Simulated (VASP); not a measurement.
# PbF2 (Fm-3m) in VASP: further runs

Runs on PbF2. Level: PBE. Tasks: single point, relaxation of cell and atoms.

Program: VASP 6.6.1. These are calculated values, not measurements. Logs are shortened: lines on timing, memory, paths and dates and some standing lists are left out, and cuts for length are marked.

## 1. The cell of the first run

It takes space group Fm-3m (No. 225, cubic). The conventional cell has a = 6.000 Å, b = 6.000 Å, c = 6.000 Å, α = 90.00°, β = 90.00°, γ = 90.00°. Within 3.4 Å of Pb (site symmetry m-3m) lie 8 F at 2.60 Å. Within 3.4 Å of F (site symmetry -43m) lie 4 Pb at 2.60 Å and 6 F at 3.00 Å.

## 2. Single point, PBE

Contents of INCAR:

```
ALGO = Normal
EDIFF = 1E-7
ENCUT = 520
GGA = PE
ISIF = 2
ISMEAR = 0
LASPH = True
LCHARG = False
LREAL = False
LWAVE = False
NBANDS = 21
NELM = 80
PREC = Accurate
SIGMA = 0.02
```

Contents of KPOINTS:

```
k-points
0
Gamma
  8 8 8
```

Contents of POSCAR:

```
PbF2
1.0
    0.0000000000      3.0000716021      3.0000716021
    3.0000716021      0.0000000000      3.0000716021
    3.0000716021      3.0000716021      0.0000000000
Pb F
1 2
Direct
    0.0000000000      0.0000000000      0.0000000000
    0.2500000000      0.2500000000      0.2500000000
    0.7500000000      0.7500000000      0.7500000000
```

Potentials or basis: VASP PAW PBE potentials, release 64 (Pb_d, F).

Launch:

```bash
cat potpaw_PBE.64/Pb_d/POTCAR potpaw_PBE.64/F/POTCAR > POTCAR
mpirun -np 1 vasp_std > vasp.out
```

OUTCAR:

```text
EDIFF = 1E-7
   ENCUT = 520
   GGA = PE
   ISIF = 2
   ISMEAR = 0
   LASPH = True
   LREAL = False
   NELM = 80
   PREC = Accurate

 ion  position               nearest neighbor table
   1  0.000  0.000  0.000-   3 2.60   3 2.60   3 2.60   2 2.60   2 2.60   2 2.60   3 2.60   2 2.60

   2  0.250  0.250  0.250-   1 2.60   1 2.60   1 2.60   1 2.60
   3  0.750  0.750  0.750-   1 2.60   1 2.60   1 2.60   1 2.60

  LATTYP: Found a face centered cubic cell.
 ALAT       =     6.0001432042

  Lattice vectors:

 A1 = (   0.0000000000,   3.0000716021,   3.0000716021)
 A2 = (   3.0000716021,   0.0000000000,   3.0000716021)
 A3 = (   3.0000716021,   3.0000716021,   0.0000000000)

Analysis of symmetry for initial positions (statically):
=====================================================================
 Subroutine PRICEL returns:
 Original cell was already a primitive cell.

 Routine SETGRP: Setting up the symmetry group for a
 face centered cubic supercell.

 Subroutine GETGRP returns: Found 48 space group operations
 (whereof 48 operations were pure point group operations)
 out of a pool of 48 trial point group operations.

The static configuration has the point symmetry O_h .

Analysis of symmetry for dynamics (positions and initial velocities):
=====================================================================
 Subroutine PRICEL returns:
 Original cell was already a primitive cell.

 Routine SETGRP: Setting up the symmetry group for a
 face centered cubic supercell.

 Subroutine GETGRP returns: Found 48 space group operations
 (whereof 48 operations were pure point group operations)
 out of a pool of 48 trial point group operations.

The dynamic configuration has the point symmetry O_h .

 Subroutine INISYM returns: Found 48 space group operations
 (whereof 48 operations are pure point group operations),
 and found     1 'primitive' translations

----------------------------------------------------------------------------------------

                                     Primitive cell

  volume of cell :      54.0039

  direct lattice vectors                    reciprocal lattice vectors
     0.000000000  3.000071602  3.000071602    -0.166662689  0.166662689  0.166662689
     3.000071602  0.000000000  3.000071602     0.166662689 -0.166662689  0.166662689
     3.000071602  3.000071602  0.000000000     0.166662689  0.166662689 -0.166662689

  length of vectors
     4.242741948  4.242741948  4.242741948     0.288668245  0.288668245  0.288668245

  position of ions in fractional coordinates (direct lattice)
     0.000000000  0.000000000  0.000000000
     0.250000000  0.250000000  0.250000000
     0.750000000  0.750000000  0.750000000

  ion indices of the primitive-cell ions
   primitive index   ion index
                 1           1
                 2           2
                 3           3

----------------------------------------------------------------------------------------

 KPOINTS: k-points

Automatic generation of k-mesh.
 Grid dimensions read from file:
 generate k-points for:    8    8    8

 Generating k-lattice:

  Cartesian coordinates                     Fractional coordinates (reciprocal lattice)
    -0.020832836  0.020832836  0.020832836     0.125000000  0.000000000  0.000000000
     0.020832836 -0.020832836  0.020832836     0.000000000  0.125000000  0.000000000
     0.020832836  0.020832836 -0.020832836     0.000000000  0.000000000  0.125000000

  Length of vectors
     0.036083531  0.036083531  0.036083531

  Shift w.r.t. Gamma in fractional coordinates (k-lattice)
     0.000000000  0.000000000  0.000000000

 Subroutine IBZKPT returns following result:
 ===========================================

 Found     29 irreducible k-points:

 Following reciprocal coordinates:
            Coordinates               Weight
  0.000000  0.000000  0.000000      1.000000
  0.125000  0.000000  0.000000      8.000000
  0.250000  0.000000  0.000000      8.000000
  0.375000  0.000000  0.000000      8.000000
  0.500000  0.000000  0.000000      4.000000
  0.125000  0.125000  0.000000      6.000000
[... 16 lines left out ...]
  0.500000  0.250000  0.125000     48.000000
 -0.375000  0.250000  0.125000     24.000000
 [... further k-points ...]
   k-points           NKPTS =     29   k-points in BZ     NKDIM =     29   number of bands    NBANDS=     21
   number of dos      NEDOS =    301   number of ions     NIONS =      3
   total plane-waves  NPLWV =  32768
   dimension x,y,z NGX =    32 NGY =   32 NGZ =   32
   dimension x,y,z NGXF=    64 NGYF=   64 NGZF=   64
   ions per type =               1   2
   NGX,Y,Z   is equivalent  to a cutoff of  12.54, 12.54, 12.54 a.u.
   NGXF,Y,Z  is equivalent  to a cutoff of  25.08, 25.08, 25.08 a.u.
 SYSTEM =  unknown system
   PREC   = accura    normal or accurate (medium, high low for compatibility)
   ISTART =      0    job   : 0-new  1-cont  2-samecut
   ICHARG =      2    charge: 1-file 2-atom 10-const
   ISPIN  =      1    spin polarized calculation?
   LNONCOLLINEAR =      F non collinear calculations
   LSORBIT =      F    spin-orbit coupling
   LASPH  =      T    aspherical Exc in radial PAW
   ENCUT  =  520.0 eV  38.22 Ry    6.18 a.u.   7.89  7.89  7.89*2*pi/ulx,y,z
   NELM   =     80;   NELMIN=  2; NELMDL= -5     # of ELM steps
   EDIFF  = 0.1E-06   stopping-criterion for ELM
   LREAL  =      F    real-space projection
   EDIFFG = 0.1E-05   stopping-criterion for IOM
   NSW    =      0    number of steps for IOM
   IBRION =     -1    ionic relax: 0-MD 1-quasi-New 2-CG
   NFREE  =      0    steps in history (QN), initial steepest desc. (CG)
   ISIF   =      2    stress and relaxation
   ISYM   =      2    0-nonsym 1-usesym 2-fastsym
   POTIM  = 0.5000    time-step for ionic-motion
   TEBEG  =    0.0;   TEEND  =   0.0 temperature during run
   PSTRESS=    0.0 pullay stress
   NELECT =      28.0000    total number of electrons
   NUPDOWN=      -1.0000    fix difference up-down
   EMIN   =  10.00;   EMAX   =-10.00  energy-range for DOS
   EFERMI =   0.00;   METHOD = LEGACY
   ISMEAR =     0;   SIGMA  =   0.02  broadening in eV -4-tet -1-fermi 0-gaus
   EFERMI_NEDOS =   21; number of points for ismear=-14 and -15
   IALGO  =     38    algorithm
   IMIX   =      4    mixing-type and parameters
     AMIX     =   0.40;   BMIX     =  1.00
     AMIX_MAG =   1.60;   BMIX_MAG =  1.00
  volume/ion in A,a.u.               =      18.00       121.48
  Fermi-wavevector in a.u.,A,eV,Ry     =   1.315182  2.485334 23.534051  1.729704
  Thomas-Fermi vector in A             =   2.445383
   LORBIT       =      0    0 simple, 1 ext, 2 COOP (PROOUT), +10 PAW based schemes
   GGA     = PE    functional components
   LHFCALC =     F    Hartree Fock is set to
   AEXX    =    0.0000 exact exchange contribution
   IVDW    =     0    specifies the selected vdW correction
   LEPSILON=     F    determine dielectric tensor
   LRPA    =     F    only Hartree local field effects (RPA)
 non-spin polarized calculation
 Gauss-broadening in eV      SIGMA  =   0.02
  energy-cutoff  :      520.00
  volume of cell :       54.00
 maximum number of plane-waves:      1475
   NGX = 15   NGY = 15   NGZ = 15

 number of electron      28.0000030 magnetization

 Free energy of the ion-electron system (eV)
  ---------------------------------------------------
  ext. energy  EPLUGINS =         0.00000000
  ---------------------------------------------------
  free energy    TOTEN  =       -14.35098428 eV

  energy without entropy =      -14.35098428  energy(sigma->0) =      -14.35098428

 E-fermi :   1.6465     XC(G=0):  -9.2250

 val. band max:        1.4483420685   @ k =  -0.2500   0.5000   0.2500
 cond. band min:       5.8669570620   @ k =   0.5000   0.5000   0.0000
 fundamental gap:      4.4186149935
 Fermi energy:         1.6464692232

 k-point     1 :       0.0000    0.0000    0.0000
  band No.  band energies     occupation
      1     -19.3578      2.00000
      2     -18.7997      2.00000
      3     -12.9531      2.00000
      4     -12.9531      2.00000
      5     -12.9531      2.00000
      6     -12.9110      2.00000
[... 13 lines left out ...]
     20      16.5178      0.00000
     21      18.7078      0.00000

 k-point     2 :       0.1250    0.0000    0.0000
  band No.  band energies     occupation
      1     -19.3309      2.00000
      2     -18.8235      2.00000
      3     -12.9479      2.00000
      4     -12.9479      2.00000
      5     -12.9258      2.00000
      6     -12.9108      2.00000
[... 13 lines left out ...]
     20      16.0975      0.00000
     21      18.1861      0.00000

 k-point     3 :       0.2500    0.0000    0.0000
  band No.  band energies     occupation
      1     -19.2596      2.00000
      2     -18.8873      2.00000
      3     -12.9408      2.00000
      4     -12.9408      2.00000
      5     -12.9049      2.00000
      6     -12.9049      2.00000
[... 13 lines left out ...]
     20      15.5355      0.00000
     21      16.9663      0.00000

 k-point     4 :       0.3750    0.0000    0.0000
  band No.  band energies     occupation
      1     -19.1682      2.00000
      2     -18.9691      2.00000
      3     -12.9410      2.00000
      4     -12.9410      2.00000
      5     -12.8914      2.00000
      6     -12.8914      2.00000
[... 13 lines left out ...]
     20      15.2177      0.00000
     21      15.9149      0.00000

 k-point     5 :       0.5000    0.0000    0.0000
  band No.  band energies     occupation
      1     -19.0985      2.00000
      2     -19.0345      2.00000
      3     -12.9422      2.00000
      4     -12.9422      2.00000
      5     -12.8847      2.00000
      6     -12.8847      2.00000
[... 13 lines left out ...]
     20      15.1269      0.00000
     21      15.4842      0.00000
[... 382 lines left out ...]
     20      18.1473      0.00000
     21      18.6444      0.00000

 k-point    22 :       0.3750    0.2500    0.1250
  band No.  band energies     occupation
      1     -19.2097      2.00000
      2     -18.9291      2.00000
      3     -12.9270      2.00000
      4     -12.9198      2.00000
      5     -12.9140      2.00000
      6     -12.8879      2.00000
[... 13 lines left out ...]
     20      16.5549      0.00000
     21      17.4007      0.00000

 k-point    23 :       0.5000    0.2500    0.1250
  band No.  band energies     occupation
      1     -19.1370      2.00000
      2     -18.9925      2.00000
      3     -12.9276      2.00000
      4     -12.9188      2.00000
      5     -12.8974      2.00000
      6     -12.8675      2.00000
[... 13 lines left out ...]
     20      17.1016      0.00000
     21      17.6837      0.00000

 k-point    24 :      -0.3750    0.2500    0.1250
  band No.  band energies     occupation
      1     -19.0785      2.00000
      2     -19.0465      2.00000
      3     -12.9277      2.00000
      4     -12.9205      2.00000
      5     -12.8874      2.00000
      6     -12.8595      2.00000
[... 13 lines left out ...]
     20      17.2910      0.00000
     21      17.8334      0.00000

 [... further k-points ...]
[... 5 lines left out ...]
  --------------------------------------------------------------------------------------
  -------------------------------------------------------------------------------------
  Total       -0.0620134     -0.0620134     -0.0620134      0.0000000      0.0000000     -0.0000000
  in kB       -1.8398033     -1.8398033     -1.8398033      0.0000000      0.0000000     -0.0000000
  external PRESSURE =      -1.8398033 kB  Pullay stress =       0.0000000 kB

 VOLUME and BASIS-vectors are now :
 -----------------------------------------------------------------------------
  energy-cutoff  :      520.00
  volume of cell :       54.00
      direct lattice vectors                 reciprocal lattice vectors
     0.000000000  3.000071602  3.000071602    -0.166662689  0.166662689  0.166662689
     3.000071602  0.000000000  3.000071602     0.166662689 -0.166662689  0.166662689
     3.000071602  3.000071602  0.000000000     0.166662689  0.166662689 -0.166662689

 POSITION                                       TOTAL-FORCE (eV/Angst)
 -----------------------------------------------------------------------------------
      0.00000      0.00000      0.00000         0.000000      0.000000      0.000000
      1.50004      1.50004      1.50004        -0.000000     -0.000000     -0.000000
      4.50011      4.50011      4.50011         0.000000      0.000000      0.000000
 -----------------------------------------------------------------------------------
    total drift:                                0.000000     -0.000000      0.000000

  FREE ENERGIE OF THE ION-ELECTRON SYSTEM (eV)
  ---------------------------------------------------
  free  energy   TOTEN  =       -14.3509842805 eV

  energy  without entropy=      -14.3509842805  energy(sigma->0) =      -14.35098428
```

Run time: 22 s. Hardware: 1 thread of Intel Xeon Platinum 8488C (Sapphire Rapids), shared host; peak memory 0.18 GiB.

What came out:

```yaml
Free_energy: -14.3510 eV
Pressure: -0.2 GPa
Band_gap_on_the_k_mesh: 4.42 eV, indirect (least direct gap 4.56 eV)
```

Levels at points of the mesh, in eV from the valence-band top:
```
           k point  band 11  band 12  band 13  band 14  band 15  band 16  band 17  band 18
(0.00, 0.00, 0.00)    -2.24    -1.75    -1.75    -1.75     6.73     6.73     6.73    10.54
(0.50, 0.00, 0.00)    -2.42    -1.92    -1.92    -0.01     5.03     7.55     7.55    13.16
(0.50, 0.50, 0.00)    -1.36    -1.36    -1.35    -0.14     4.42     7.77     7.77     9.04
```

Caveat: spin-orbit coupling is left out, which moves the levels of the heavy elements. A hybrid or GW would open this gap; PBE tends to underestimate it.

(Part 1 of 2 ends here.)
